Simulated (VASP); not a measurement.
A run of VASP 6.6.1 is set up as follows.

INCAR

```
PREC = Accurate
ENCUT = 520
EDIFF = 1E-6
ISMEAR = -1
SIGMA = 0.02
LREAL = Auto
LASPH = True
NELM = 60
ALGO = Normal
ISIF = 2
LWAVE = False
LCHARG = False
GGA = PE
NBANDS = 101
```

The input KPOINTS:

```
Automatic mesh
0
Gamma
  1 1 1
```

POSCAR

```
H12C11S10O6
1.0
    8.8484930000      0.0000000000      0.0000000000
    0.0000000000      8.8484930000      0.0000000000
    0.0000000000      0.0000000000      8.8484930000
S C O H
10 11 6 12
Direct
    0.8938697245      0.4974632404      1.0938359786
    0.9246772303      0.4211112559      0.7543431407
    0.5433919652      0.6805339621      0.8377923789
    0.3105274537      0.4758098356      0.6752336245
    0.4654351877      0.3551113167      0.2364131384
    0.5818730941      0.1816919559     -0.0454766704
    0.0395321554      0.7573832064      0.4603608773
   -0.1088207902      0.9603330194      0.2028141967
    0.6719675316     -0.0124314954      0.6154607344
    0.5228121896     -0.0750297254      0.3121322467
    0.8832351452      0.4531393086      0.9200097689
    0.4211338586      0.5846984340      0.7545126611
    0.5135111708      0.2543144917      0.0979262797
   -0.0334633253      0.8637968070      0.3306890789
    0.5924511665     -0.0486636538      0.4658420366
    0.2902754175      0.6463699525      0.1933323561
    0.0060462273      0.7894677659      0.8417252520
    0.8970002011      0.2563713392      0.3956153890
    0.2406172441      0.0472170798      0.5801100820
    0.1834888721      0.2076172745     -0.0160366291
    0.7348821997      0.5829467232      0.4044304493
    0.2668816035      0.7112623585      0.0813923908
   -0.0247838813      0.9192638792      0.8728831000
    0.9777823184      0.2593661994      0.5036563853
    0.3072839635     -0.0615472036      0.6274514768
    0.1061197653      0.2012659105      0.0954625833
    0.6450702962      0.5521844228      0.5046735077
    0.3836585507      0.6798445792      0.2809630973
    0.2295532132      0.5491782612      0.2399278612
    0.1093745568      0.7338311733      0.8488338071
   -0.0820478696      0.7198513916      0.7860208512
    0.9437878292      0.3012603389      0.2881846660
    0.7789575016      0.2089734376      0.3955249781
    0.1384868587      0.0965475138      0.6354867433
    0.2660113988      0.1032831240      0.4760923696
    0.2287395153      0.3142569023     -0.0580098781
    0.2091316567      0.0981975123     -0.0841047170
    0.7104486606      0.6688144524      0.3163363524
    0.8469351787      0.5263269124      0.3987119615
```

Potentials or basis: VASP PAW PBE potentials, release 64 (S, C, O, H).

Command:

```bash
$ cat potpaw_PBE.64/S/POTCAR potpaw_PBE.64/C/POTCAR potpaw_PBE.64/O/POTCAR potpaw_PBE.64/H/POTCAR > POTCAR
$ mpirun -np 1 vasp_gam > vasp.out
```

(1) What does it give for the band gap on the k mesh?

(2) Estimate the largest force.

(3) What does it give for the pressure?

Results:

(1) 2.43 eV.

(2) 5.726 eV/Å.

(3) 2.5 GPa.

Caveat: the k points lie up to 0.71 Å⁻¹ apart.
